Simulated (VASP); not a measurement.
# Ge2Sb2Te5 (P-3m1) in VASP: single point with PBE

Aim: the single point of Ge2Sb2Te5 with PBE.

Everything below comes from runs of VASP 6.6.1. Logs are shortened: lines on timing, memory, paths and dates and some standing lists are left out, and cuts for length are marked.

### 1 The cell of the first run

It takes space group P-3m1 (No. 164, trigonal). Conventional cell: a = 4.263 Å, b = 4.263 Å, c = 18.100 Å, α = 90.00°, β = 90.00°, γ = 120.00°. Within 3.7 Å of Ge (site symmetry 3m) lie 6 Te at 2.84 to 3.32 Å. Sb (site symmetry 3m) has 6 Te at 3.02 to 3.19 Å within 4.0 Å. Within 4.2 Å of Te (site symmetry -3m) lie 6 Sb at 3.19 Å. Te (site symmetry 3m) has 3 Sb at 3.02 Å and 3 Ge at 3.32 Å within 4.0 Å. Te (site symmetry 3m) has 3 Ge at 2.84 Å within 3.7 Å.

### 2 Single point, PBE

The input, INCAR:

```
SYSTEM = Ge2Sb2Te5
PREC     = Accurate       ! precision mode
ENCUT    = 520            ! plane-wave cutoff, eV
EDIFF    = 1E-6           ! SCF threshold, eV
ISMEAR   = 0              ! smearing method
SIGMA    = 0.05           ! smearing width, eV
LREAL    = .False.        ! projectors in reciprocal space
LASPH    = .True.         ! aspherical terms in the spheres
NELM     = 80             ! most SCF steps
ALGO     = Normal         ! electronic algorithm
ISIF     = 2              ! what is computed and relaxed
LWAVE    = .False.        ! write WAVECAR
LCHARG   = .False.        ! write CHGCAR
GGA      = PE             ! functional
NBANDS   = 44             ! bands
```

The input, KPOINTS:

```
regular mesh
0
Gamma
  10 10 4
  0 0 0
```

The input, POSCAR:

```
Ge2Sb2Te5
1.0
    4.2628622337      0.0000000000      0.0000000000
   -2.1314311168      3.6917469872      0.0000000000
    0.0000000000      0.0000000000     18.0999249455
Ge Sb Te
2 2 5
Direct
    0.0000000000      0.0000000000      0.3315229053
    0.0000000000      0.0000000000      0.6684770947
    0.3333333333      0.6666666667      0.1120816724
    0.6666666667      0.3333333333      0.8879183276
    0.0000000000      0.0000000000      0.0000000000
    0.3333333333      0.6666666667      0.7914339427
    0.6666666667      0.3333333333      0.2085660573
    0.3333333333      0.6666666667      0.4097730309
    0.6666666667      0.3333333333      0.5902269691
```

Potentials or basis: VASP PAW PBE potentials, release 64 (Ge_d, Sb, Te).

Command:

```console
> cat potpaw_PBE.64/Ge_d/POTCAR potpaw_PBE.64/Sb/POTCAR potpaw_PBE.64/Te/POTCAR > POTCAR
> mpirun -np 1 vasp_std > vasp.out
```

OUTCAR:

```text
SYSTEM = Ge2Sb2Te5
   PREC = Accurate
   ENCUT = 520
   EDIFF = 1E-6
   ISMEAR = 0
   LREAL = .False.
   LASPH = .True.
   NELM = 80
   ISIF = 2
   GGA = PE

 ion  position               nearest neighbor table
   1  0.000  0.000  0.332-   8 2.84   8 2.84   8 2.84
   2  0.000  0.000  0.668-   9 2.84   9 2.84   9 2.84
   3  0.333  0.667  0.112-   7 3.02   7 3.02   7 3.02   5 3.19   5 3.19   5 3.19
   4  0.667  0.333  0.888-   6 3.02   6 3.02   6 3.02   5 3.19   5 3.19   5 3.19
   5  0.000  0.000  0.000-   3 3.19   4 3.19   3 3.19   4 3.19   4 3.19   3 3.19
   6  0.333  0.667  0.791-   4 3.02   4 3.02   4 3.02
   7  0.667  0.333  0.209-   3 3.02   3 3.02   3 3.02
   8  0.333  0.667  0.410-   1 2.84   1 2.84   1 2.84
   9  0.667  0.333  0.590-   2 2.84   2 2.84   2 2.84

  LATTYP: Found a hexagonal cell.
 ALAT       =     4.2628622337
 C/A-ratio  =     4.2459558750

  Lattice vectors:

 A1 = (   4.2628622337,   0.0000000000,   0.0000000000)
 A2 = (  -2.1314311168,   3.6917469872,   0.0000000000)
 A3 = (   0.0000000000,   0.0000000000,  18.0999249455)

Analysis of symmetry for initial positions (statically):
=====================================================================
 Subroutine PRICEL returns:
 Original cell was already a primitive cell.

 Routine SETGRP: Setting up the symmetry group for a
 hexagonal supercell.

 Subroutine GETGRP returns: Found 12 space group operations
 (whereof 12 operations were pure point group operations)
 out of a pool of 24 trial point group operations.

The static configuration has the point symmetry D_3d.

Analysis of symmetry for dynamics (positions and initial velocities):
=====================================================================
 Subroutine PRICEL returns:
 Original cell was already a primitive cell.

 Routine SETGRP: Setting up the symmetry group for a
 hexagonal supercell.

 Subroutine GETGRP returns: Found 12 space group operations
 (whereof 12 operations were pure point group operations)
 out of a pool of 24 trial point group operations.

The dynamic configuration has the point symmetry D_3d.

 Subroutine INISYM returns: Found 12 space group operations
 (whereof 12 operations are pure point group operations),
 and found     1 'primitive' translations
[... 110 lines left out ...]
   LREAL  =      F    real-space projection
   EDIFFG = 0.1E-04   stopping-criterion for IOM
   NSW    =      0    number of steps for IOM
   IBRION =     -1    ionic relax: 0-MD 1-quasi-New 2-CG
   NFREE  =      0    steps in history (QN), initial steepest desc. (CG)
   ISIF   =      2    stress and relaxation
   ISYM   =      2    0-nonsym 1-usesym 2-fastsym
   POTIM  = 0.5000    time-step for ionic-motion
   TEBEG  =    0.0;   TEEND  =   0.0 temperature during run
   PSTRESS=    0.0 pullay stress
   NELECT =      68.0000    total number of electrons
   NUPDOWN=      -1.0000    fix difference up-down
   EMIN   =  10.00;   EMAX   =-10.00  energy-range for DOS
   EFERMI =   0.00;   METHOD = LEGACY
   ISMEAR =     0;   SIGMA  =   0.05  broadening in eV -4-tet -1-fermi 0-gaus
   EFERMI_NEDOS =   21; number of points for ismear=-14 and -15
   IALGO  =     38    algorithm
   IMIX   =      4    mixing-type and parameters
     AMIX     =   0.40;   BMIX     =  1.00
     AMIX_MAG =   1.60;   BMIX_MAG =  1.00
  volume/ion in A,a.u.               =      31.65       213.58
  Fermi-wavevector in a.u.,A,eV,Ry     =   1.015565  1.919140 14.032677  1.031373
  Thomas-Fermi vector in A             =   2.148858
   LORBIT       =      0    0 simple, 1 ext, 2 COOP (PROOUT), +10 PAW based schemes
   GGA     = PE    functional components
   LHFCALC =     F    Hartree Fock is set to
   AEXX    =    0.0000 exact exchange contribution
   IVDW    =     0    specifies the selected vdW correction
   LEPSILON=     F    determine dielectric tensor
   LRPA    =     F    only Hartree local field effects (RPA)
 non-spin polarized calculation
 Gauss-broadening in eV      SIGMA  =   0.05
  energy-cutoff  :      520.00
  volume of cell :      284.85
 maximum number of plane-waves:      7722
   NGX = 15   NGY = 15   NGZ = 67

 number of electron      68.0000032 magnetization

 Free energy of the ion-electron system (eV)
  ---------------------------------------------------
  ext. energy  EPLUGINS =         0.00000000
  ---------------------------------------------------
  free energy    TOTEN  =       -33.85319625 eV

  energy without entropy =      -33.85277723  energy(sigma->0) =      -33.85298674

 E-fermi :   5.9169     XC(G=0):  -9.1941

 val. band max:        5.8590098637   @ k =   0.1000   0.0000   0.5000
 cond. band min:       5.9559370876   @ k =   0.5000   0.0000   0.5000
 fundamental gap:      0.0969272240
 Fermi energy:         5.9168661293

 k-point     1 :       0.0000    0.0000    0.0000
  band No.  band energies     occupation
      1     -18.9692      2.00000
      2     -18.9692      2.00000
      3     -18.9691      2.00000
      4     -18.9691      2.00000
      5     -18.9574      2.00000
      6     -18.9574      2.00000
[... 1117 lines left out ...]
     43       8.7526      0.00000
     44       9.1047      0.00000

 [... further k-points ...]

------------------------ aborting loop because EDIFF is reached ----------------------------------------

  FORCE on cell =-STRESS in cart. coord.  units (eV):
  Direction    XX          YY          ZZ          XY          YZ          ZX
  --------------------------------------------------------------------------------------
  -------------------------------------------------------------------------------------
  Total        0.0026706      0.0026706     -0.0040563      0.0000000      0.0000000      0.0000000
  in kB        0.0150214      0.0150214     -0.0228156      0.0000000      0.0000000      0.0000000
  external PRESSURE =       0.0024091 kB  Pullay stress =       0.0000000 kB

 VOLUME and BASIS-vectors are now :
 -----------------------------------------------------------------------------
  energy-cutoff  :      520.00
  volume of cell :      284.85
      direct lattice vectors                 reciprocal lattice vectors
     4.262862234  0.000000000  0.000000000     0.234584170  0.135437234  0.000000000
    -2.131431117  3.691746987  0.000000000     0.000000000  0.270874468  0.000000000
     0.000000000  0.000000000 18.099924945     0.000000000  0.000000000  0.055248848

 POSITION                                       TOTAL-FORCE (eV/Angst)
 -----------------------------------------------------------------------------------
      0.00000      0.00000      6.00054        -0.000000     -0.000000     -0.017710
      0.00000      0.00000     12.09939         0.000000      0.000000      0.017710
     -0.00000      2.46116      2.02867        -0.000000     -0.000000     -0.017030
      2.13143      1.23058     16.07126         0.000000     -0.000000      0.017030
      0.00000      0.00000      0.00000         0.000000     -0.000000      0.000000
     -0.00000      2.46116     14.32489         0.000000     -0.000000     -0.013747
      2.13143      1.23058      3.77503        -0.000000     -0.000000      0.013747
     -0.00000      2.46116      7.41686         0.000000     -0.000000      0.015904
      2.13143      1.23058     10.68306        -0.000000     -0.000000     -0.015904
 -----------------------------------------------------------------------------------
    total drift:                                0.000000      0.000000      0.000000

  FREE ENERGIE OF THE ION-ELECTRON SYSTEM (eV)
  ---------------------------------------------------
  free  energy   TOTEN  =       -33.8531962453 eV

  energy  without entropy=      -33.8527772277  energy(sigma->0) =      -33.85298674
```

OSZICAR:

```text
N       E                     dE             d eps       ncg     rms          rms(c)
DAV:   1     0.599967232643E+03    0.59997E+03   -0.27273E+04  5456   0.203E+03
DAV:   2     0.645700107630E+02   -0.53540E+03   -0.51318E+03  4704   0.576E+02
DAV:   3    -0.276738659411E+02   -0.92244E+02   -0.88940E+02  5216   0.151E+02
DAV:   4    -0.339063552426E+02   -0.62325E+01   -0.61609E+01  5244   0.466E+01
DAV:   5    -0.341403501321E+02   -0.23399E+00   -0.23332E+00  6360   0.894E+00    0.103E+01
DAV:   6    -0.339574983527E+02    0.18285E+00   -0.21032E+00  6316   0.559E+00    0.823E+00
DAV:   7    -0.339742494461E+02   -0.16751E-01   -0.25308E+00  5724   0.498E+00    0.333E+00
DAV:   8    -0.338491809226E+02    0.12507E+00   -0.70545E-01  5816   0.309E+00    0.622E-01
DAV:   9    -0.338545783859E+02   -0.53975E-02   -0.11136E-01  5088   0.115E+00    0.672E-01
DAV:  10    -0.338537490510E+02    0.82933E-03   -0.86213E-03  5992   0.324E-01    0.542E-01
DAV:  11    -0.338538535788E+02   -0.10453E-03   -0.53345E-04  5188   0.940E-02    0.404E-01
DAV:  12    -0.338531886038E+02    0.66498E-03   -0.30170E-03  5356   0.189E-01    0.283E-01
DAV:  13    -0.338532383019E+02   -0.49698E-04   -0.47300E-04  5256   0.883E-02    0.179E-01
DAV:  14    -0.338532265718E+02    0.11730E-04   -0.25718E-05  5468   0.191E-02    0.154E-01
DAV:  15    -0.338532064144E+02    0.20157E-04   -0.20357E-05  4872   0.127E-02    0.943E-02
DAV:  16    -0.338531974374E+02    0.89770E-05   -0.10716E-04  4892   0.290E-02    0.378E-02
DAV:  17    -0.338531965082E+02    0.92921E-06   -0.19741E-05  4620   0.153E-02    0.404E-02
DAV:  18    -0.338531962453E+02    0.26293E-06   -0.11650E-06  2880   0.433E-03
   1 F= -.33853196E+02 E0= -.33852987E+02  d E =-.419018E-03
```

Run time: 11 min. Hardware: 1 thread of Intel Xeon Platinum 8488C (Sapphire Rapids), shared host; peak memory 0.74 GiB.

Results:

```yaml
Free_energy: -33.8532 eV
Pressure: 0.0 GPa
Largest_force: 0.018 eV/Å
Band_gap_on_the_k_mesh: 0.10 eV, indirect (least direct gap 0.18 eV)
```

Forces in eV/Å, atoms in the order of the input:
```
Ge   0.000  0.000 -0.018
Ge   0.000  0.000  0.018
Sb   0.000  0.000 -0.017
Sb   0.000  0.000  0.017
Te   0.000  0.000  0.000
Te   0.000  0.000 -0.014
Te   0.000  0.000  0.014
Te   0.000  0.000  0.016
Te   0.000  0.000 -0.016
```

Levels at points of the mesh, in eV from the valence-band top:
```tsv
k point	band 32	band 33	band 34	band 35	band 36	band 37
(0.00, 0.00, 0.00)	-1.25	-1.11	-0.08	0.18	0.18	0.19
(0.50, 0.00, 0.00)	-1.73	-1.24	-1.20	0.41	0.47	0.70
(0.00, 0.00, 0.50)	-1.42	-0.97	-0.09	0.19	0.19	0.20
(0.50, 0.00, 0.50)	-1.89	-1.66	-0.68	0.10	0.63	0.88
```

Caveat: spin-orbit coupling is left out, which moves the levels of the heavy elements; this functional lacks dispersion, which binds the layers, so the pressure and a relaxed spacing across them are unreliable. A k mesh can miss the band edges.
